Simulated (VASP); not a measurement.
# HgPtSeF3 (Immm) in VASP: further runs, part 2 of 2

VASP 6.6.1.

**3. Relaxation of cell and atoms, PBE**

This run uses another cell than the first one, of 21.82 Å³/atom.

Input file INCAR:

```
SYSTEM = HgPtSeF3
PREC = Accurate
ENCUT = 600
EDIFF = 1E-7
ISMEAR = 0
SIGMA = 0.15
LREAL = .FALSE.
LASPH = .TRUE.
NELM = 120
ALGO = Normal
ISIF = 3
LWAVE = .FALSE.
LCHARG = .FALSE.
GGA = PE
IBRION = 2
NSW = 36
EDIFFG = -0.08
GGA_COMPAT = .FALSE.
NELMIN = 4
```

Input file KPOINTS:

```
Automatic mesh
0
G
  3 3 3
  0 0 0
```

Input file POSCAR:

```
HgPtSeF3
1.0
   -2.6238143000      3.1370421000      3.9770879400
    2.6238143000     -3.1370421000      3.9770879400
    2.6238143000      3.1370421000     -3.9770879400
Hg Pt Se F
1 1 1 3
Direct
    0.0000000000      0.0000000000      0.0000000000
    0.5000000000      0.5000000000      0.0000000000
    0.0000000000      0.5000000000      0.5000000000
    0.7602483700      0.7602483700      0.0000000000
    0.2397516300      0.2397516300      0.0000000000
    0.5000000000      0.0000000000      0.5000000000
```

Potentials or basis: VASP PAW PBE potentials, release 64 (Hg, Pt, Se, F).

Started as:

```bash
> cat potpaw_PBE.64/Hg/POTCAR potpaw_PBE.64/Pt/POTCAR potpaw_PBE.64/Se/POTCAR potpaw_PBE.64/F/POTCAR > POTCAR
> mpirun -np 1 vasp_std > vasp.out
```

OUTCAR:

```text
SYSTEM = HgPtSeF3
   PREC = Accurate
   ENCUT = 600
   EDIFF = 1E-7
   ISMEAR = 0
   LREAL = .FALSE.
   LASPH = .TRUE.
   NELM = 120
   ISIF = 3
   GGA = PE
   IBRION = 2
   NSW = 36
   EDIFFG = -0.08
   NELMIN = 4

 ion  position               nearest neighbor table
   1  0.000  0.000  0.000-   4 1.91   5 1.91   3 2.62   3 2.62
   2  0.500  0.500  0.000-   4 2.07   5 2.07   6 2.62   6 2.62   3 3.14   3 3.14
   3  0.000  0.500  0.500-   1 2.62   1 2.62   2 3.14   2 3.14
   4  0.760  0.760  0.000-   1 1.91   2 2.07
   5  0.240  0.240  0.000-   1 1.91   2 2.07
   6  0.500  0.000  0.500-   2 2.62   2 2.62

  LATTYP: Found a body centered orthorhombic cell.
 ALAT       =     5.2476286000
 B/A-ratio  =     1.1956037056
 C/A-ratio  =     1.5157657842

  Lattice vectors:

 A1 = (  -2.6238143000,   3.1370421000,   3.9770879400)
 A2 = (   2.6238143000,  -3.1370421000,   3.9770879400)
 A3 = (   2.6238143000,   3.1370421000,  -3.9770879400)

Analysis of symmetry for initial positions (statically):
=====================================================================
 Subroutine PRICEL returns:
 Original cell was already a primitive cell.

 Routine SETGRP: Setting up the symmetry group for a
 body centered orthorhombic supercell.

 Subroutine GETGRP returns: Found  8 space group operations
 (whereof  8 operations were pure point group operations)
 out of a pool of  8 trial point group operations.

The static configuration has the point symmetry D_2h.

Analysis of symmetry for dynamics (positions and initial velocities):
=====================================================================
 Subroutine PRICEL returns:
 Original cell was already a primitive cell.

 Routine SETGRP: Setting up the symmetry group for a
 body centered orthorhombic supercell.

 Subroutine GETGRP returns: Found  8 space group operations
 (whereof  8 operations were pure point group operations)
 out of a pool of  8 trial point group operations.

The dynamic configuration has the point symmetry D_2h.

 Subroutine INISYM returns: Found  8 space group operations
 (whereof  8 operations are pure point group operations),
 and found     1 'primitive' translations

----------------------------------------------------------------------------------------

                                     Primitive cell

  volume of cell :     130.9419

  direct lattice vectors                    reciprocal lattice vectors
    -2.623814300  3.137042100  3.977087940     0.000000000  0.159385811  0.125720127
     2.623814300 -3.137042100  3.977087940     0.190562267  0.000000000  0.125720127
     2.623814300  3.137042100 -3.977087940     0.190562267  0.159385811  0.000000000

  length of vectors
     5.704617700  5.704617700  5.704617700     0.203000953  0.228297016  0.248430703

  position of ions in fractional coordinates (direct lattice)
     0.000000000  0.000000000  0.000000000
     0.500000000  0.500000000  0.000000000
     0.000000000  0.500000000  0.500000000
     0.760248370  0.760248370  0.000000000
     0.239751630  0.239751630  0.000000000
     0.500000000  0.000000000  0.500000000

  ion indices of the primitive-cell ions
   primitive index   ion index
                 1           1
[... 49 lines left out ...]
   NGXF,Y,Z  is equivalent  to a cutoff of  27.98, 27.98, 27.98 a.u.
 SYSTEM =  HgPtSeF3
   PREC   = accura    normal or accurate (medium, high low for compatibility)
   ISTART =      0    job   : 0-new  1-cont  2-samecut
   ICHARG =      2    charge: 1-file 2-atom 10-const
   ISPIN  =      1    spin polarized calculation?
   LNONCOLLINEAR =      F non collinear calculations
   LSORBIT =      F    spin-orbit coupling
   LASPH  =      T    aspherical Exc in radial PAW
   ENCUT  =  600.0 eV  44.10 Ry    6.64 a.u.  11.39 11.39 11.39*2*pi/ulx,y,z
   NELM   =    120;   NELMIN=  4; NELMDL= -5     # of ELM steps
   EDIFF  = 0.1E-06   stopping-criterion for ELM
   LREAL  =      F    real-space projection
   EDIFFG = -.8E-01   stopping-criterion for IOM
   NSW    =     36    number of steps for IOM
   IBRION =      2    ionic relax: 0-MD 1-quasi-New 2-CG
   NFREE  =      1    steps in history (QN), initial steepest desc. (CG)
   ISIF   =      3    stress and relaxation
   ISYM   =      2    0-nonsym 1-usesym 2-fastsym
   POTIM  = 0.5000    time-step for ionic-motion
   TEBEG  =    0.0;   TEEND  =   0.0 temperature during run
   PSTRESS=    0.0 pullay stress
   NELECT =      49.0000    total number of electrons
   NUPDOWN=      -1.0000    fix difference up-down
   EMIN   =  10.00;   EMAX   =-10.00  energy-range for DOS
   EFERMI =   0.00;   METHOD = LEGACY
   ISMEAR =     0;   SIGMA  =   0.15  broadening in eV -4-tet -1-fermi 0-gaus
   EFERMI_NEDOS =   21; number of points for ismear=-14 and -15
   IALGO  =     38    algorithm
   IMIX   =      4    mixing-type and parameters
     AMIX     =   0.40;   BMIX     =  1.00
     AMIX_MAG =   1.60;   BMIX_MAG =  1.00
  volume/ion in A,a.u.               =      21.82       147.27
  Fermi-wavevector in a.u.,A,eV,Ry     =   1.179725  2.229356 18.935911  1.391750
  Thomas-Fermi vector in A             =   2.316030
   LORBIT       =      0    0 simple, 1 ext, 2 COOP (PROOUT), +10 PAW based schemes
   GGA     = PE    functional components
   LHFCALC =     F    Hartree Fock is set to
   AEXX    =    0.0000 exact exchange contribution
   IVDW    =     0    specifies the selected vdW correction
   LEPSILON=     F    determine dielectric tensor
   LRPA    =     F    only Hartree local field effects (RPA)
 conjugate gradient relaxation of ions
 non-spin polarized calculation
 Gauss-broadening in eV      SIGMA  =   0.15
  energy-cutoff  :      600.00
  volume of cell :      130.94
 maximum number of plane-waves:      4388
 NGX is ok and might be reduce to    48
   NGX = 23   NGY = 23   NGZ = 23

--------------------------------------- Ionic step        1  -------------------------------------------

 number of electron      48.9999996 magnetization

 Free energy of the ion-electron system (eV)
  ---------------------------------------------------
  ext. energy  EPLUGINS =         0.00000000
  ---------------------------------------------------
  free energy    TOTEN  =       -16.67486312 eV

  energy without entropy =      -16.63016773  energy(sigma->0) =      -16.65251543

------------------------ aborting loop because EDIFF is reached ----------------------------------------

  FORCE on cell =-STRESS in cart. coord.  units (eV):
  Direction    XX          YY          ZZ          XY          YZ          ZX
  --------------------------------------------------------------------------------------
  -------------------------------------------------------------------------------------
  Total       -3.4209620     -8.6205688     17.6575211     -0.0000000      0.0000000      0.0000000
  in kB      -41.8581665   -105.4794550    216.0536910     -0.0000000      0.0000000      0.0000000
  external PRESSURE =      22.9053565 kB  Pullay stress =       0.0000000 kB
[... 67 lines left out ...]
--------------------------------------- Ionic step        3  -------------------------------------------

 number of electron      49.0000004 magnetization

 E-fermi :  -0.6690     XC(G=0):  -8.4359

 val. band max:       -0.7030375870   @ k =   0.3333   0.3333   0.0000
 cond. band min:      -0.6055777385   @ k =  -0.3333   0.3333   0.0000
 fundamental gap:      0.0974598485
 Fermi energy:        -0.6689837036

 k-point     1 :       0.0000    0.0000    0.0000
  band No.  band energies     occupation
      1     -22.0113      2.00000
      2     -21.8404      2.00000
      3     -21.8369      2.00000
      4     -13.3031      2.00000
      5      -6.9171      2.00000
      6      -6.5534      2.00000
[... 278 lines left out ...]
  FREE ENERGIE OF THE ION-ELECTRON SYSTEM (eV)
  ---------------------------------------------------
  free  energy   TOTEN  =       -18.8561959361 eV

  energy  without entropy=      -18.8097050810  energy(sigma->0) =      -18.83295051

[... ionic steps 4 to 11 ...]

--------------------------------------- Ionic step       12  -------------------------------------------

 number of electron      49.0000001 magnetization

------------------------ aborting loop because EDIFF is reached ----------------------------------------
[... 75 lines left out ...]
--------------------------------------- Ionic step       14  -------------------------------------------

 number of electron      49.0000003 magnetization

 Free energy of the ion-electron system (eV)
  ---------------------------------------------------
  ext. energy  EPLUGINS =         0.00000000
  ---------------------------------------------------
  free energy    TOTEN  =       -19.77631034 eV

  energy without entropy =      -19.71293429  energy(sigma->0) =      -19.74462231

 E-fermi :   0.7856     XC(G=0):  -9.2072

 val. band max:        0.5494679077   @ k =   0.3333  -0.0000   0.0000
 cond. band min:       0.7905138634   @ k =   0.3333   0.3333   0.0000
 fundamental gap:      0.2410459557
 Fermi energy:         0.7855579703

 k-point     1 :       0.0000    0.0000    0.0000
  band No.  band energies     occupation
      1     -21.2924      2.00000
      2     -21.1101      2.00000
      3     -20.9596      2.00000
      4     -12.6381      2.00000
      5      -6.0335      2.00000
      6      -5.3356      2.00000
[... 278 lines left out ...]
  FREE ENERGIE OF THE ION-ELECTRON SYSTEM (eV)
  ---------------------------------------------------
  free  energy   TOTEN  =       -19.7763103379 eV

  energy  without entropy=      -19.7129342864  energy(sigma->0) =      -19.74462231

 reached required accuracy - stopping structural energy minimisation
```

It took 9.8 min on 1 thread of AMD EPYC 7R43 (Zen 3), shared host; peak memory 0.34 GiB.

What came out:

```
Free energy                           : -19.7763 eV
Relaxed volume                        : 19.06 Å³/atom
Relaxed cell                          : a = 5.727 Å, b = 5.727 Å, c = 5.727 Å, α = 127.64°, β = 127.58°, γ = 77.26°
Space group after relaxing (to 0.1 Å) : Immm (No. 71)
Energy gained by relaxing             : 516.9 meV/atom
Ionic steps                           : 14
Pressure after relaxing               : 0.2 GPa
Largest force after relaxing          : 0.009 eV/Å
Band gap on the k mesh                : zero (an odd number of electrons rules out a gap without spin polarisation)
```

Forces in eV/Å, atoms in the order of the input:
```
Hg   0.000  0.000  0.000
Pt   0.000  0.000  0.000
Se   0.000  0.000  0.000
F    0.000  0.000  0.009
F    0.000  0.000 -0.009
F    0.000  0.000  0.000
```

Stress tensor (GPa, compression positive):
```
 0.24  0.00  0.00
 0.00  0.44  0.00
 0.00  0.00 -0.13
```

Step by step:
| step | energy change (eV) | largest force (eV/Å) | pressure (GPa) | volume (Å³) |
| --- | --- | --- | --- | --- |
| 1 | 0.0000 | 4.7658 | 2.29 | 130.94 |
| 2 | -2.1514 | 1.4668 | -8.21 | 135.34 |
| 3 | -2.1813 | 1.4636 | -8.34 | 135.52 |
| 4 | -2.9097 | 1.3680 | 2.46 | 114.65 |
| 5 | -2.9387 | 0.6865 | -0.08 | 117.62 |
| 6 | -3.0500 | 0.0556 | 0.99 | 113.65 |
| 7 | -3.0502 | 0.0776 | 0.92 | 113.81 |
| 8 | -3.0866 | 0.0166 | -0.01 | 114.98 |
| 9 | -3.0933 | 0.0735 | -0.97 | 116.66 |
| 10 | -3.0963 | 0.0445 | -0.71 | 116.12 |
| 11 | -3.0964 | 0.3060 | 0.51 | 114.74 |
| 12 | -3.0992 | 0.1286 | -0.11 | 115.42 |
| 13 | -3.1007 | 0.0808 | 0.00 | 115.00 |
| 14 | -3.1014 | 0.0088 | 0.18 | 114.38 |

Final structure:
```xyz
6
Lattice="-2.5268 2.5295 4.4739 2.5268 -2.5295 4.4739 2.5268 2.5295 -4.4739" Properties=species:S:1:pos:R:3 pbc="T T T"
Hg    0.0000    0.0000    0.0000
Pt    0.0000    0.0000    4.4739
Se    2.5268    0.0000    0.0000
F     0.0000    0.0000    6.4595
F     0.0000    0.0000    2.4884
F     0.0000    2.5295    0.0000
```

Levels at points of the mesh, in eV from the Fermi level:
| k point | band 22 | band 23 | band 24 | band 25 | band 26 | band 27 | band 28 | band 29 |
| --- | --- | --- | --- | --- | --- | --- | --- | --- |
| (0.00, 0.00, 0.00) | -1.82 | -1.00 | -0.83 | -0.65 | -0.60 | 0.30 | 5.16 | 8.10 |

Caveat: the k points lie up to 0.48 Å⁻¹ apart in the final cell, too coarse for converged energies and pressures of a metal; spin-orbit coupling is left out, which moves the levels of the heavy elements; an odd number of electrons without spin polarisation forces a metal; a magnetic or distorted state may lie lower.
